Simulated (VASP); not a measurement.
SnO:

```xyz
4
Lattice="3.3031 0.0000 0.0000 0.0000 5.7577 0.0000 0.0000 0.0000 4.0008" Properties=species:S:1:pos:R:3 pbc="T T T"
Sn    0.0000    1.3211    2.0695
Sn    1.6516    4.4366    0.0691
O     0.0000    5.1447    2.9315
O     1.6516    0.6130    0.9311
```

Base run:

```yaml
Program: VASP 6.6.1
Functional: PBE
Potentials_or_basis: VASP PAW PBE potentials, release 64 (Sn_d, O)
Cutoff: 520 eV
k_mesh: 8 × 4 × 6
Occupations: fermi-dirac, width 0.02 eV
Spin: no spin polarisation
```

Its results: band gap on the k mesh 1.41 eV, indirect (least direct gap 2.10 eV); pressure 4.8 GPa; largest force 0.622 eV/Å.

Problem. The run is repeated on the same cell with these changes: k mesh from 8 × 4 × 6 to 4 × 4 × 4; occupations from fermi-dirac, width 0.02 eV to gaussian, width 0.01 eV. What comes out?

Solution. Band gap on the k mesh 1.81 eV, indirect (least direct gap 2.66 eV); pressure 4.7 GPa; largest force 0.630 eV/Å.

Caveats: some runs use coarse meshes; spin-orbit coupling is left out, which moves the levels of the heavy elements.

A k mesh can miss the band edges.
